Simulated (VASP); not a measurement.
# MgO (F-43m) in VASP: a series of runs

Runs on MgO. Level: r2SCAN. Tasks: single point.

Program: VASP 6.6.1. These are calculated values, not measurements. Logs are shortened: lines on timing, memory, paths and dates and some standing lists are left out, and cuts for length are marked.

## (1) The cell of the first run

It takes space group F-43m (No. 216, cubic). The conventional cell has a = 4.564 Å, b = 4.564 Å, c = 4.564 Å, α = 90.00°, β = 90.00°, γ = 90.00°. Within 2.6 Å of Mg (site symmetry -43m) lie 4 O at 1.98 Å. O (site symmetry -43m) has 4 Mg at 1.98 Å within 2.6 Å.

## (2) Single point, r2SCAN

Input file POSCAR:

```
MgO
1.0
    0.0000000000      2.2820056627      2.2820056627
    2.2820056627      0.0000000000      2.2820056627
    2.2820056627      2.2820056627      0.0000000000
Mg O
1 1
Direct
    0.0000000000      0.0000000000      0.0000000000
    0.2500000000      0.2500000000      0.2500000000
```

Input file INCAR.step1:

```
ALGO = Normal ; EDIFF = 1E-4
ENCUT = 520 ; GGA = PE
ISMEAR = 0 ; LASPH = True
LCHARG = False ; LREAL = False
LWAVE = True ; NBANDS = 11
NELM = 80 ; PREC = Accurate
SIGMA = 0.01
```

Input file INCAR.step2:

```
ALGO = Normal ; EDIFF = 1E-6
ENCUT = 520 ; ISIF = 2
ISMEAR = 0 ; ISTART = 1
LASPH = True ; LCHARG = False
LMIXTAU = True ; LREAL = False
LWAVE = False ; METAGGA = R2SCAN
NBANDS = 11 ; NELM = 80
PREC = Accurate ; SIGMA = 0.01
```

Input file KPOINTS:

```
k-points
0
Gamma
  10 10 10
```

Potentials or basis: VASP PAW PBE potentials, release 64 (Mg, O).

Started as:

```console
$ cat potpaw_PBE.64/Mg/POTCAR potpaw_PBE.64/O/POTCAR > POTCAR
$ cp INCAR.step1 INCAR
$ mpirun -np 1 vasp_std > vasp.out
$ cp INCAR.step2 INCAR
$ mpirun -np 1 vasp_std > vasp.out
```

OUTCAR:

```text
EDIFF = 1E-6
   ENCUT = 520
   ISIF = 2
   ISMEAR = 0
   ISTART = 1
   LASPH = True
   LREAL = False
   METAGGA = R2SCAN
   NELM = 80
   PREC = Accurate

 ion  position               nearest neighbor table
   1  0.000  0.000  0.000-   2 1.98   2 1.98   2 1.98   2 1.98
   2  0.250  0.250  0.250-   1 1.98   1 1.98   1 1.98   1 1.98

  LATTYP: Found a face centered cubic cell.
 ALAT       =     4.5640113254

  Lattice vectors:

 A1 = (   0.0000000000,   2.2820056627,   2.2820056627)
 A2 = (   2.2820056627,   0.0000000000,   2.2820056627)
 A3 = (   2.2820056627,   2.2820056627,   0.0000000000)

Analysis of symmetry for initial positions (statically):
=====================================================================
 Subroutine PRICEL returns:
 Original cell was already a primitive cell.

 Routine SETGRP: Setting up the symmetry group for a
 face centered cubic supercell.

 Subroutine GETGRP returns: Found 24 space group operations
 (whereof 24 operations were pure point group operations)
 out of a pool of 48 trial point group operations.

The static configuration has the point symmetry T_d .

Analysis of symmetry for dynamics (positions and initial velocities):
=====================================================================
 Subroutine PRICEL returns:
 Original cell was already a primitive cell.

 Routine SETGRP: Setting up the symmetry group for a
 face centered cubic supercell.

 Subroutine GETGRP returns: Found 24 space group operations
 (whereof 24 operations were pure point group operations)
 out of a pool of 48 trial point group operations.

The dynamic configuration has the point symmetry T_d .

 Subroutine INISYM returns: Found 24 space group operations
 (whereof 24 operations are pure point group operations),
 and found     1 'primitive' translations

----------------------------------------------------------------------------------------

                                     Primitive cell

  volume of cell :      23.7673

  direct lattice vectors                    reciprocal lattice vectors
     0.000000000  2.282005663  2.282005663    -0.219105504  0.219105504  0.219105504
     2.282005663  0.000000000  2.282005663     0.219105504 -0.219105504  0.219105504
     2.282005663  2.282005663  0.000000000     0.219105504  0.219105504 -0.219105504

  length of vectors
     3.227243358  3.227243358  3.227243358     0.379501864  0.379501864  0.379501864

  position of ions in fractional coordinates (direct lattice)
     0.000000000  0.000000000  0.000000000
     0.250000000  0.250000000  0.250000000

  ion indices of the primitive-cell ions
   primitive index   ion index
                 1           1
                 2           2

----------------------------------------------------------------------------------------

 KPOINTS: k-points

Automatic generation of k-mesh.
 Grid dimensions read from file:
 generate k-points for:   10   10   10

 Generating k-lattice:

  Cartesian coordinates                     Fractional coordinates (reciprocal lattice)
    -0.021910550  0.021910550  0.021910550     0.100000000  0.000000000  0.000000000
     0.021910550 -0.021910550  0.021910550     0.000000000  0.100000000  0.000000000
     0.021910550  0.021910550 -0.021910550     0.000000000  0.000000000  0.100000000

  Length of vectors
     0.037950186  0.037950186  0.037950186

  Shift w.r.t. Gamma in fractional coordinates (k-lattice)
     0.000000000  0.000000000  0.000000000

 Subroutine IBZKPT returns following result:
 ===========================================

 Found     47 irreducible k-points:

 Following reciprocal coordinates:
            Coordinates               Weight
  0.000000  0.000000  0.000000      1.000000
  0.100000  0.000000  0.000000      8.000000
  0.200000  0.000000  0.000000      8.000000
  0.300000  0.000000  0.000000      8.000000
  0.400000  0.000000  0.000000      8.000000
  0.500000  0.000000  0.000000      4.000000
[... 16 lines left out ...]
  0.300000  0.300000  0.000000      6.000000
  0.400000  0.300000  0.000000     24.000000
 [... further k-points ...]
   k-points           NKPTS =     47   k-points in BZ     NKDIM =     47   number of bands    NBANDS=     11
   number of dos      NEDOS =    301   number of ions     NIONS =      2
   total plane-waves  NPLWV =  13824
   dimension x,y,z NGX =    24 NGY =   24 NGZ =   24
   dimension x,y,z NGXF=    48 NGYF=   48 NGZF=   48
   ions per type =               1   1
   NGX,Y,Z   is equivalent  to a cutoff of  12.36, 12.36, 12.36 a.u.
   NGXF,Y,Z  is equivalent  to a cutoff of  24.73, 24.73, 24.73 a.u.
 SYSTEM =  unknown system
   PREC   = accura    normal or accurate (medium, high low for compatibility)
   ISTART =      1    job   : 0-new  1-cont  2-samecut
   ICHARG =      0    charge: 1-file 2-atom 10-const
   ISPIN  =      1    spin polarized calculation?
   LNONCOLLINEAR =      F non collinear calculations
   LSORBIT =      F    spin-orbit coupling
   LASPH  =      T    aspherical Exc in radial PAW
   ENCUT  =  520.0 eV  38.22 Ry    6.18 a.u.   6.00  6.00  6.00*2*pi/ulx,y,z
   NELM   =     80;   NELMIN=  2; NELMDL=  0     # of ELM steps
   EDIFF  = 0.1E-05   stopping-criterion for ELM
   LREAL  =      F    real-space projection
   EDIFFG = 0.1E-04   stopping-criterion for IOM
   NSW    =      0    number of steps for IOM
   IBRION =     -1    ionic relax: 0-MD 1-quasi-New 2-CG
   NFREE  =      0    steps in history (QN), initial steepest desc. (CG)
   ISIF   =      2    stress and relaxation
   ISYM   =      2    0-nonsym 1-usesym 2-fastsym
   POTIM  = 0.5000    time-step for ionic-motion
   TEBEG  =    0.0;   TEEND  =   0.0 temperature during run
   PSTRESS=    0.0 pullay stress
   NELECT =       8.0000    total number of electrons
   NUPDOWN=      -1.0000    fix difference up-down
   EMIN   =  10.00;   EMAX   =-10.00  energy-range for DOS
   EFERMI =   0.00;   METHOD = LEGACY
   ISMEAR =     0;   SIGMA  =   0.01  broadening in eV -4-tet -1-fermi 0-gaus
   EFERMI_NEDOS =   21; number of points for ismear=-14 and -15
   IALGO  =     38    algorithm
   IMIX   =      4    mixing-type and parameters
     AMIX     =   0.40;   BMIX     =  1.00
     AMIX_MAG =   1.60;   BMIX_MAG =  1.00
  volume/ion in A,a.u.               =      11.88        80.19
  Fermi-wavevector in a.u.,A,eV,Ry     =   1.138793  2.152007 17.644708  1.296849
  Thomas-Fermi vector in A             =   2.275497
   LORBIT       =      0    0 simple, 1 ext, 2 COOP (PROOUT), +10 PAW based schemes
   METAGGA = R2SCAN    functional components
   LHFCALC =     F    Hartree Fock is set to
   AEXX    =    0.0000 exact exchange contribution
   IVDW    =     0    specifies the selected vdW correction
   LEPSILON=     F    determine dielectric tensor
   LRPA    =     F    only Hartree local field effects (RPA)
 non-spin polarized calculation
 Gauss-broadening in eV      SIGMA  =   0.01
  energy-cutoff  :      520.00
  volume of cell :       23.77
 maximum number of plane-waves:       656
   NGX = 13   NGY = 13   NGZ = 13

 number of electron       8.0000007 magnetization

 Free energy of the ion-electron system (eV)
  ---------------------------------------------------
  ext. energy  EPLUGINS =         0.00000000
  ---------------------------------------------------
  free energy    TOTEN  =       -15.85387785 eV

  energy without entropy =      -15.85387785  energy(sigma->0) =      -15.85387785

 E-fermi :   0.4876     XC(G=0): -10.1656

 val. band max:        0.3606573469   @ k =   0.0000   0.0000   0.0000
 cond. band min:       4.6825371531   @ k =   0.0000   0.0000   0.0000
 fundamental gap:      4.3218798062
 Fermi energy:         0.4875576837

 k-point     1 :       0.0000    0.0000    0.0000
  band No.  band energies     occupation
      1     -16.4719      2.00000
      2       0.3607      2.00000
      3       0.3607      2.00000
      4       0.3607      2.00000
      5       4.6825      0.00000
      6      18.2779      0.00000
      7      18.2779      0.00000
      8      18.2779      0.00000
      9      21.7560      0.00000
     10      21.7560      0.00000
     11      21.8768      0.00000

 k-point     2 :       0.1000    0.0000    0.0000
  band No.  band energies     occupation
      1     -16.4141      2.00000
      2      -0.0881      2.00000
      3       0.3424      2.00000
      4       0.3424      2.00000
      5       5.2241      0.00000
      6      17.3467      0.00000
      7      18.2548      0.00000
      8      18.2548      0.00000
      9      20.3280      0.00000
     10      20.3280      0.00000
     11      21.3114      0.00000

 k-point     3 :       0.2000    0.0000    0.0000
  band No.  band energies     occupation
      1     -16.2597      2.00000
      2      -0.9889      2.00000
      3       0.2953      2.00000
      4       0.2953      2.00000
      5       6.3980      0.00000
      6      15.5049      0.00000
      7      17.6280      0.00000
      8      17.6280      0.00000
      9      20.2787      0.00000
     10      20.2787      0.00000
     11      20.8285      0.00000

 k-point     4 :       0.3000    0.0000    0.0000
  band No.  band energies     occupation
      1     -16.0608      2.00000
      2      -1.8498      2.00000
      3       0.2383      2.00000
      4       0.2383      2.00000
      5       7.7192      0.00000
      6      13.6401      0.00000
      7      16.7260      0.00000
      8      16.7260      0.00000
      9      20.7604      0.00000
     10      21.3354      0.00000
     11      21.3354      0.00000

 k-point     5 :       0.4000    0.0000    0.0000
  band No.  band energies     occupation
      1     -15.8927      2.00000
      2      -2.4441      2.00000
      3       0.1931      2.00000
      4       0.1931      2.00000
      5       9.0152      0.00000
      6      11.9939      0.00000
      7      16.1144      0.00000
      8      16.1144      0.00000
      9      21.0286      0.00000
     10      22.7106      0.00000
     11      22.7106      0.00000
[... 211 lines left out ...]
 k-point    21 :      -0.3000    0.2000    0.0000
  band No.  band energies     occupation
      1     -15.8390      2.00000
      2      -2.0230      2.00000
      3      -0.5901      2.00000
      4       0.1696      2.00000
      5       9.1865      0.00000
      6      12.2642      0.00000
      7      14.8813      0.00000
      8      16.5331      0.00000
      9      21.3437      0.00000
     10      22.2809      0.00000
     11      24.4814      0.00000

 k-point    22 :      -0.2000    0.2000    0.0000
  band No.  band energies     occupation
      1     -15.9953      2.00000
      2      -1.7018      2.00000
      3      -0.3329      2.00000
      4       0.2727      2.00000
      5       8.1393      0.00000
      6      13.6850      0.00000
      7      15.1713      0.00000
      8      16.8754      0.00000
      9      20.1051      0.00000
     10      22.3580      0.00000
     11      24.2021      0.00000

 k-point    23 :       0.3000    0.3000    0.0000
  band No.  band energies     occupation
      1     -15.9326      2.00000
      2      -1.6432      2.00000
      3      -0.1415      2.00000
      4      -0.1415      2.00000
      5       7.6645      0.00000
      6      13.3166      0.00000
      7      15.7205      0.00000
      8      17.9322      0.00000
      9      17.9322      0.00000
     10      24.4014      0.00000
     11      24.7890      0.00000

 k-point    24 :       0.4000    0.3000    0.0000
  band No.  band energies     occupation
      1     -15.8035      2.00000
      2      -1.8885      2.00000
      3      -0.3356      2.00000
      4      -0.2140      2.00000
      5       7.9211      0.00000
      6      12.9165      0.00000
      7      15.3445      0.00000
      8      17.8049      0.00000
      9      18.2386      0.00000
     10      24.7782      0.00000
     11      25.1995      0.00000

 [... further k-points ...]
[... 5 lines left out ...]
  --------------------------------------------------------------------------------------
  -------------------------------------------------------------------------------------
  Total       -0.0815173     -0.0815173     -0.0815173     -0.0000000     -0.0000000     -0.0000000
  in kB       -5.4951554     -5.4951554     -5.4951554     -0.0000000     -0.0000000     -0.0000000
  external PRESSURE =      -5.4951554 kB  Pullay stress =       0.0000000 kB

 VOLUME and BASIS-vectors are now :
 -----------------------------------------------------------------------------
  energy-cutoff  :      520.00
  volume of cell :       23.77
      direct lattice vectors                 reciprocal lattice vectors
     0.000000000  2.282005663  2.282005663    -0.219105504  0.219105504  0.219105504
     2.282005663  0.000000000  2.282005663     0.219105504 -0.219105504  0.219105504
     2.282005663  2.282005663  0.000000000     0.219105504  0.219105504 -0.219105504

 POSITION                                       TOTAL-FORCE (eV/Angst)
 -----------------------------------------------------------------------------------
      0.00000      0.00000      0.00000        -0.000000     -0.000000      0.000000
      1.14100      1.14100      1.14100         0.000000      0.000000     -0.000000
 -----------------------------------------------------------------------------------
    total drift:                                0.000003      0.000003      0.000003

  FREE ENERGIE OF THE ION-ELECTRON SYSTEM (eV)
  ---------------------------------------------------
  free  energy   TOTEN  =       -15.8538778498 eV

  energy  without entropy=      -15.8538778498  energy(sigma->0) =      -15.85387785
```

Wall time 22 s (1 thread of Intel Xeon 6975P-C, shared host); peak memory 0.15 GiB.

Results:

| Property | Result |
| --- | --- |
| Free energy | -15.8539 eV |
| Pressure | -0.5 GPa |
| Band gap on the k mesh | 4.32 eV, direct |

Caveat: the PAW data sets were made with another functional, which shifts forces and pressure a little.

## (3) Single point, r2SCAN (strain +0.5%)

Input file POSCAR:

```
MgO
1.0
    0.0000000000      2.2934156910      2.2934156910
    2.2934156910      0.0000000000      2.2934156910
    2.2934156910      2.2934156910      0.0000000000
Mg O
1 1
Direct
    0.0000000000      0.0000000000      0.0000000000
    0.2500000000      0.2500000000      0.2500000000
```

Input file INCAR.step1:

```
SYSTEM = MgO
  PREC = Accurate
  ENCUT = 520
  ISMEAR = 0
  SIGMA = 0.01
  LREAL = .FALSE.
  LASPH = .TRUE.
  NELM = 60
  NBANDS = 11
  GGA = PE
  ALGO = Normal
  EDIFF = 1E-4
  LWAVE = .TRUE.
  LCHARG = .FALSE.
```

Input file INCAR.step2:

```
SYSTEM = MgO
  PREC = Accurate
  ENCUT = 520
  EDIFF = 1E-7
  ISMEAR = 0
  SIGMA = 0.01
  LREAL = .FALSE.
  LASPH = .TRUE.
  NELM = 60
  ALGO = Normal
  ISIF = 2
  LWAVE = .FALSE.
  LCHARG = .FALSE.
  METAGGA = R2SCAN
  LMIXTAU = .TRUE.
  NBANDS = 11
  ISTART = 1
```

Input file KPOINTS:

```
regular mesh
0
G
  10 10 10
  0 0 0
```

Potentials or basis: VASP PAW PBE potentials, release 64 (Mg, O).

Started as:

```console
$ cat potpaw_PBE.64/Mg/POTCAR potpaw_PBE.64/O/POTCAR > POTCAR
$ cp INCAR.step1 INCAR
$ mpirun -np 1 vasp_std > vasp.out
$ cp INCAR.step2 INCAR
$ mpirun -np 1 vasp_std > vasp.out
```

Run time: 28 s. Hardware: 1 thread of Intel Xeon 6975P-C, shared host; peak memory 0.15 GiB.

Results (log left out):

```
Free energy            : -15.8509 eV
Pressure               : -2.4 GPa
Band gap on the k mesh : 4.23 eV, direct
```

Levels at points of the mesh, in eV from the valence-band top:
```tsv
k point	band 2	band 3	band 4	band 5	band 6	band 7
(0.00, 0.00, 0.00)	0.00	0.00	0.00	4.23	17.75	17.75
(0.50, 0.00, 0.00)	-2.98	-0.18	-0.18	9.52	10.42	15.43
(0.50, 0.50, 0.00)	-2.47	-0.74	-0.74	6.90	12.39	15.10
```

Caveat: the cell differs from its parent crystal (strain +0.5%); the PAW data sets were made with another functional, which shifts forces and pressure a little.

## (4) Single point, r2SCAN (strain +3.0%)

Input file POSCAR:

```
MgO
1.0
    0.0000000000      2.3504658326      2.3504658326
    2.3504658326      0.0000000000      2.3504658326
    2.3504658326      2.3504658326      0.0000000000
Mg O
1 1
Direct
    0.0000000000      0.0000000000      0.0000000000
    0.2500000000      0.2500000000      0.2500000000
```

Input file INCAR.step1:

```
PREC = Accurate
ENCUT = 520
ISMEAR = 0
SIGMA = 0.01
LREAL = F
LASPH = T
NELM = 60
NBANDS = 11
GGA = PE
ALGO = Normal
EDIFF = 1E-4
LWAVE = T
LCHARG = F
```

Input file INCAR.step2:

```
PREC = Accurate
ENCUT = 520
EDIFF = 1E-6
ISMEAR = 0
SIGMA = 0.01
LREAL = F
LASPH = T
NELM = 60
ALGO = Normal
ISIF = 2
LWAVE = F
LCHARG = T
METAGGA = R2SCAN
LMIXTAU = T
LELF = T
LVHAR = T
NBANDS = 11
ISTART = 1
```

Input file KPOINTS:

```
regular mesh
0
Gamma
  10 10 10
```

Started as:

```console
$ cat potpaw_PBE.64/Mg/POTCAR potpaw_PBE.64/O/POTCAR > POTCAR
$ cp INCAR.step1 INCAR
$ mpirun -np 1 vasp_std > vasp.out
$ cp INCAR.step2 INCAR
$ mpirun -np 1 vasp_std > vasp.out
```

Wall time 52 s (1 thread of Intel Xeon 6975P-C, shared host); peak memory 0.17 GiB.

The run converged. Its results:

```
Free energy            : -15.7792 eV
Pressure               : -9.9 GPa
Band gap on the k mesh : 3.81 eV, direct
```

Levels at points of the mesh, in eV from the valence-band top:
```
           k point  band 1  band 2  band 3  band 4  band 5  band 6  band 7  band 8
(0.00, 0.00, 0.00)  -16.59    0.00    0.00    0.00    3.81   16.93   16.93   16.93
(0.50, 0.00, 0.00)  -16.06   -2.79   -0.18   -0.18    8.97    9.84   14.85   14.85
(0.50, 0.50, 0.00)  -15.90   -2.31   -0.71   -0.71    6.70   11.97   14.04   16.72
```

Caveat: the cell differs from its parent crystal (strain +3.0%); the PAW data sets were made with another functional, which shifts forces and pressure a little.

## (5) Overview

| cell | gap on the mesh (eV) | pressure (GPa) |
| --- | --- | --- |
| a = 3.227 Å, angles 60.0°, 2 atoms | 4.32 | -0.5 |
| a = 3.243 Å, angles 60.0°, 2 atoms | 4.23 | -2.4 |
| a = 3.324 Å, angles 60.0°, 2 atoms | 3.81 | -9.9 |

Alike in all rows: task single point; level r2SCAN; potentials or basis VASP PAW PBE potentials, release 64 (Mg, O); no spin polarisation; k mesh 10 × 10 × 10; cutoff (eV) 520; smearing gaussian 0.01 eV.

Caveats: the PAW data sets were made with another functional, which shifts forces and pressure a little.

Total energies depend on the potentials used, so only differences within one code and one set of settings carry meaning.
